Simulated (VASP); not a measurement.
# AgS (I4/mcm) in VASP: single point with r2SCAN

Aim: the single point of AgS with r2SCAN.

Program: VASP 6.6.1. These are calculated values, not measurements. Logs are shortened: lines on timing, memory, paths and dates and some standing lists are left out, and cuts for length are marked.

**1. The cell of the first run**

Symmetry: I4/mcm, No. 140, tetragonal system. Conventional cell: a = 7.238 Å, b = 7.238 Å, c = 6.321 Å, α = 90.00°, β = 90.00°, γ = 90.00°. Ag (site symmetry -42m) has 4 S at 2.42 Å and 2 Ag at 3.16 Å within 3.2 Å. Ag (site symmetry 422) has 8 S at 3.09 Å and 6 Ag at 3.16 to 3.62 Å within 4.1 Å. S (site symmetry m2m) has 6 Ag at 2.42 to 3.09 Å within 3.2 Å.

**2. Single point, r2SCAN**

POSCAR reads:

```
AgS
1.0
   -3.6188690000      3.6188690000      3.1605840000
    3.6188690000     -3.6188690000      3.1605840000
    3.6188690000      3.6188690000     -3.1605840000
Ag S
4 4
Direct
    0.7500000000      0.2500000000      0.5000000000
    0.2500000000      0.7500000000      0.5000000000
    0.2500000000      0.2500000000      0.0000000000
    0.7500000000      0.7500000000      0.0000000000
    0.6790000000      0.1790000000      0.8580000000
    0.1790000000      0.3210000000      0.5000000000
    0.3210000000      0.8210000000      0.1420000000
    0.8210000000      0.6790000000      0.5000000000
```

INCAR.step1 reads:

```
SYSTEM = AgS
ALGO = Normal ; EDIFF = 1E-4
ENCUT = 520 ; GGA = PE
ISMEAR = 1 ; LASPH = .True.
LCHARG = .False. ; LREAL = .False.
LWAVE = .True. ; NBANDS = 44
NELM = 60 ; PREC = Accurate
SIGMA = 0.0413
```

INCAR.step2 reads:

```
SYSTEM = AgS
ALGO = Normal ; EDIFF = 1E-6
ENCUT = 520 ; ISIF = 2
ISMEAR = 1 ; ISTART = 1
LASPH = .True. ; LCHARG = .False.
LMIXTAU = .True. ; LREAL = .False.
LWAVE = .False. ; METAGGA = R2SCAN
NBANDS = 44 ; NELM = 60
PREC = Accurate ; SIGMA = 0.0413
```

KPOINTS reads:

```
k-points
0
Gamma
  6 6 6
  0 0 0
```

Potentials or basis: VASP PAW PBE potentials, release 64 (Ag, S).

Run with:

```sh
> cat potpaw_PBE.64/Ag/POTCAR potpaw_PBE.64/S/POTCAR > POTCAR
> cp INCAR.step1 INCAR
> mpirun -np 1 vasp_std > vasp.out
> cp INCAR.step2 INCAR
> mpirun -np 1 vasp_std > vasp.out
```

OUTCAR:

```text
SYSTEM = AgS
   EDIFF = 1E-6
   ENCUT = 520
   ISIF = 2
   ISMEAR = 1
   ISTART = 1
   LASPH = .True.
   LREAL = .False.
   METAGGA = R2SCAN
   NELM = 60
   PREC = Accurate

 ion  position               nearest neighbor table
   1  0.750  0.250  0.500-   5 2.42   7 2.42   6 2.42   8 2.42   2 3.16   2 3.16
   2  0.250  0.750  0.500-   7 2.42   5 2.42   6 2.42   8 2.42   1 3.16   1 3.16
   3  0.250  0.250  0.000-   7 3.09   5 3.09   6 3.09   6 3.09   8 3.09   8 3.09   7 3.09   5 3.09
                             4 3.16   4 3.16
   4  0.750  0.750  0.000-   7 3.09   5 3.09   8 3.09   8 3.09   6 3.09   6 3.09   5 3.09   7 3.09
                             3 3.16   3 3.16
   5  0.679  0.179  0.858-   1 2.42   2 2.42   3 3.09   4 3.09   3 3.09   4 3.09
   6  0.179  0.321  0.500-   1 2.42   2 2.42   4 3.09   3 3.09   3 3.09   4 3.09
   7  0.321  0.821  0.142-   2 2.42   1 2.42   3 3.09   4 3.09   3 3.09   4 3.09
   8  0.821  0.679  0.500-   1 2.42   2 2.42   3 3.09   4 3.09   4 3.09   3 3.09

  LATTYP: Found a body centered tetragonal cell.
 ALAT       =     7.2377380000
 C/A-ratio  =     0.8733623682

  Lattice vectors:

 A1 = (  -3.6188690000,   3.6188690000,   3.1605840000)
 A2 = (   3.6188690000,  -3.6188690000,   3.1605840000)
 A3 = (   3.6188690000,   3.6188690000,  -3.1605840000)

Analysis of symmetry for initial positions (statically):
=====================================================================
 Subroutine PRICEL returns:
 Original cell was already a primitive cell.

 Routine SETGRP: Setting up the symmetry group for a
 body centered tetragonal supercell.

 Subroutine GETGRP returns: Found 16 space group operations
 (whereof  8 operations were pure point group operations)
 out of a pool of 16 trial point group operations.

The static configuration has the point symmetry C_4h.
 The point group associated with its full space group is D_4h.

Analysis of symmetry for dynamics (positions and initial velocities):
=====================================================================
 Subroutine PRICEL returns:
 Original cell was already a primitive cell.

 Routine SETGRP: Setting up the symmetry group for a
 body centered tetragonal supercell.

 Subroutine GETGRP returns: Found 16 space group operations
 (whereof  8 operations were pure point group operations)
 out of a pool of 16 trial point group operations.

The dynamic configuration has the point symmetry C_4h.
 The point group associated with its full space group is D_4h.

 Subroutine INISYM returns: Found 16 space group operations
 (whereof  8 operations are pure point group operations),
 and found     1 'primitive' translations

----------------------------------------------------------------------------------------

                                     Primitive cell

  volume of cell :     165.5667

  direct lattice vectors                    reciprocal lattice vectors
    -3.618869000  3.618869000  3.160584000     0.000000000  0.138164714  0.158198611
     3.618869000 -3.618869000  3.160584000     0.138164714  0.000000000  0.158198611
     3.618869000  3.618869000 -3.160584000     0.138164714  0.138164714  0.000000000

  length of vectors
     6.015124014  6.015124014  6.015124014     0.210038779  0.210038779  0.195394412

  position of ions in fractional coordinates (direct lattice)
     0.750000000  0.250000000  0.500000000
     0.250000000  0.750000000  0.500000000
     0.250000000  0.250000000  0.000000000
     0.750000000  0.750000000  0.000000000
     0.679000000  0.179000000  0.858000000
     0.179000000  0.321000000  0.500000000
     0.321000000  0.821000000  0.142000000
     0.821000000  0.679000000  0.500000000

  ion indices of the primitive-cell ions
   primitive index   ion index
                 1           1
                 2           2
                 3           3
                 4           4
                 5           5
                 6           6
                 7           7
                 8           8

----------------------------------------------------------------------------------------

 KPOINTS: k-points

Automatic generation of k-mesh.
 Grid dimensions read from file:
 generate k-points for:    6    6    6

 Generating k-lattice:

  Cartesian coordinates                     Fractional coordinates (reciprocal lattice)
     0.000000000  0.023027452  0.026366435     0.166666667  0.000000000 -0.000000000
     0.023027452  0.000000000  0.026366435     0.000000000  0.166666667 -0.000000000
     0.023027452  0.023027452  0.000000000     0.000000000  0.000000000  0.166666667

  Length of vectors
     0.035006463  0.035006463  0.032565735

  Shift w.r.t. Gamma in fractional coordinates (k-lattice)
     0.000000000  0.000000000  0.000000000

 Subroutine IBZKPT returns following result:
 ===========================================

 Found     30 irreducible k-points:

 Following reciprocal coordinates:
            Coordinates               Weight
  0.000000  0.000000  0.000000      1.000000
  0.166667  0.000000  0.000000      8.000000
  0.333333  0.000000 -0.000000      8.000000
  0.500000  0.000000  0.000000      4.000000
  0.166667  0.166667 -0.000000      8.000000
  0.333333  0.166667 -0.000000     16.000000
[... 16 lines left out ...]
 -0.333333 -0.333333  0.166667      8.000000
 -0.166667 -0.333333  0.166667      8.000000
 [... further k-points ...]
   k-points           NKPTS =     30   k-points in BZ     NKDIM =     30   number of bands    NBANDS=     44
   number of dos      NEDOS =    301   number of ions     NIONS =      8
   total plane-waves  NPLWV = 110592
   dimension x,y,z NGX =    48 NGY =   48 NGZ =   48
   dimension x,y,z NGXF=    96 NGYF=   96 NGZF=   96
   ions per type =               4   4
   NGX,Y,Z   is equivalent  to a cutoff of  13.27, 13.27, 13.27 a.u.
   NGXF,Y,Z  is equivalent  to a cutoff of  26.53, 26.53, 26.53 a.u.
 SYSTEM =  AgS
   PREC   = accura    normal or accurate (medium, high low for compatibility)
   ISTART =      1    job   : 0-new  1-cont  2-samecut
   ICHARG =      0    charge: 1-file 2-atom 10-const
   ISPIN  =      1    spin polarized calculation?
   LNONCOLLINEAR =      F non collinear calculations
   LSORBIT =      F    spin-orbit coupling
   LASPH  =      T    aspherical Exc in radial PAW
   ENCUT  =  520.0 eV  38.22 Ry    6.18 a.u.  11.18 11.18 11.18*2*pi/ulx,y,z
   NELM   =     60;   NELMIN=  2; NELMDL=  0     # of ELM steps
   EDIFF  = 0.1E-05   stopping-criterion for ELM
   LREAL  =      F    real-space projection
   EDIFFG = 0.1E-04   stopping-criterion for IOM
   NSW    =      0    number of steps for IOM
   IBRION =     -1    ionic relax: 0-MD 1-quasi-New 2-CG
   NFREE  =      0    steps in history (QN), initial steepest desc. (CG)
   ISIF   =      2    stress and relaxation
   ISYM   =      2    0-nonsym 1-usesym 2-fastsym
   POTIM  = 0.5000    time-step for ionic-motion
   TEBEG  =    0.0;   TEEND  =   0.0 temperature during run
   PSTRESS=    0.0 pullay stress
   NELECT =      68.0000    total number of electrons
   NUPDOWN=      -1.0000    fix difference up-down
   EMIN   =  10.00;   EMAX   =-10.00  energy-range for DOS
   EFERMI =   0.00;   METHOD = LEGACY
   ISMEAR =     1;   SIGMA  =   0.04  broadening in eV -4-tet -1-fermi 0-gaus
   EFERMI_NEDOS =   21; number of points for ismear=-14 and -15
   IALGO  =     38    algorithm
   IMIX   =      4    mixing-type and parameters
     AMIX     =   0.40;   BMIX     =  1.00
     AMIX_MAG =   1.60;   BMIX_MAG =  1.00
  volume/ion in A,a.u.               =      20.70       139.66
  Fermi-wavevector in a.u.,A,eV,Ry     =   1.216896  2.299600 20.147994  1.480836
  Thomas-Fermi vector in A             =   2.352235
   LORBIT       =      0    0 simple, 1 ext, 2 COOP (PROOUT), +10 PAW based schemes
   METAGGA = R2SCAN    functional components
   LHFCALC =     F    Hartree Fock is set to
   AEXX    =    0.0000 exact exchange contribution
   IVDW    =     0    specifies the selected vdW correction
   LEPSILON=     F    determine dielectric tensor
   LRPA    =     F    only Hartree local field effects (RPA)
 non-spin polarized calculation
 Methfessel and Paxton  Order N= 1 SIGMA  =   0.04
  energy-cutoff  :      520.00
  volume of cell :      165.57
 maximum number of plane-waves:      4496
 NGX is ok and might be reduce to    48
   NGX = 23   NGY = 23   NGZ = 23

 number of electron      67.9999997 magnetization

 Free energy of the ion-electron system (eV)
  ---------------------------------------------------
  ext. energy  EPLUGINS =         0.00000000
  ---------------------------------------------------
  free energy    TOTEN  =      -114.07724892 eV

  energy without entropy =     -114.07839571  energy(sigma->0) =     -114.07763118

 E-fermi :   4.4751     XC(G=0): -10.8363

 val. band max:        4.4696186477   @ k =   0.3333   0.1667  -0.0000
 cond. band min:       4.4816856214   @ k =  -0.3333   0.3333   0.3333
 fundamental gap:      0.0120669736
 Fermi energy:         4.4751010841

 k-point     1 :       0.0000    0.0000    0.0000
  band No.  band energies     occupation
      1      -9.0136      2.00000
      2      -8.0460      2.00000
      3      -7.8715      2.00000
      4      -7.8715      2.00000
      5      -1.2805      2.00000
      6      -0.4538      2.00000
[... 36 lines left out ...]
     43      12.1670      0.00000
     44      13.3843      0.00000

 k-point     2 :       0.1667    0.0000    0.0000
  band No.  band energies     occupation
      1      -8.9249      2.00000
      2      -8.0545      2.00000
      3      -7.9166      2.00000
      4      -7.8960      2.00000
      5      -1.2200      2.00000
      6      -0.6022      2.00000
[... 36 lines left out ...]
     43      12.2331      0.00000
     44      12.4931      0.00000

 k-point     3 :       0.3333    0.0000   -0.0000
  band No.  band energies     occupation
      1      -8.6857      2.00000
      2      -8.1126      2.00000
      3      -8.0222      2.00000
      4      -7.9535      2.00000
      5      -1.0535      2.00000
      6      -0.8037      2.00000
[... 976 lines left out ...]
     43      11.8338      0.00000
     44      12.2902      0.00000

 k-point    24 :      -0.1667   -0.3333    0.1667
  band No.  band energies     occupation
      1      -8.5570      2.00000
      2      -8.1380      2.00000
      3      -8.0648      2.00000
      4      -7.9929      2.00000
      5      -0.9279      2.00000
      6      -0.9145      2.00000
[... 36 lines left out ...]
     43      11.9303      0.00000
     44      11.9998      0.00000

 [... further k-points ...]

------------------------ aborting loop because EDIFF is reached ----------------------------------------

  FORCE on cell =-STRESS in cart. coord.  units (eV):
  Direction    XX          YY          ZZ          XY          YZ          ZX
  --------------------------------------------------------------------------------------
  -------------------------------------------------------------------------------------
  Total       -2.9238570     -2.9238570     -0.8944558      0.0000000      0.0000000      0.0000000
  in kB      -28.2939548    -28.2939548     -8.6555850      0.0000000      0.0000000      0.0000000
  external PRESSURE =     -21.7478315 kB  Pullay stress =       0.0000000 kB

 VOLUME and BASIS-vectors are now :
 -----------------------------------------------------------------------------
  energy-cutoff  :      520.00
  volume of cell :      165.57
      direct lattice vectors                 reciprocal lattice vectors
    -3.618869000  3.618869000  3.160584000     0.000000000  0.138164714  0.158198611
     3.618869000 -3.618869000  3.160584000     0.138164714  0.000000000  0.158198611
     3.618869000  3.618869000 -3.160584000     0.138164714  0.138164714  0.000000000

 POSITION                                       TOTAL-FORCE (eV/Angst)
 -----------------------------------------------------------------------------------
      0.00000      3.61887      1.58029        -0.000000      0.000000      0.000000
      3.61887      0.00000      1.58029        -0.000000      0.000000      0.000000
      0.00000      0.00000      1.58029        -0.000000      0.000000      0.000000
      0.00000      0.00000      4.74088        -0.000000      0.000000      0.000000
      1.29556      4.91442      0.00000         0.375150      0.375150     -0.000000
      2.32331      1.29556      0.00000        -0.375150      0.375150      0.000000
      2.32331     -1.29556      3.16058        -0.375150     -0.375150      0.000000
      1.29556      2.32331      3.16058         0.375150     -0.375150      0.000000
 -----------------------------------------------------------------------------------
    total drift:                               -0.000000      0.000000      0.000000

  FREE ENERGIE OF THE ION-ELECTRON SYSTEM (eV)
  ---------------------------------------------------
  free  energy   TOTEN  =      -114.0772489189 eV

  energy  without entropy=     -114.0783957126  energy(sigma->0) =     -114.07763118
```

It took 22 min on 1 thread of Intel Xeon 8259CL, shared host; peak memory 0.46 GiB.

Results:

| Quantity | Value |
| --- | --- |
| Free energy | -114.0772 eV |
| Pressure | -2.2 GPa |
| Largest force | 0.531 eV/Å |
| Band gap on the k mesh | zero (bands 34 and 35 overlap by 0.23 eV) |

Forces in eV/Å, atoms in the order of the input:
```
Ag   0.000  0.000  0.000
Ag   0.000  0.000  0.000
Ag   0.000  0.000  0.000
Ag   0.000  0.000  0.000
S    0.375  0.375  0.000
S   -0.375  0.375  0.000
S   -0.375 -0.375  0.000
S    0.375 -0.375  0.000
```

Caveat: the PAW data sets were made with another functional, which shifts forces and pressure a little.
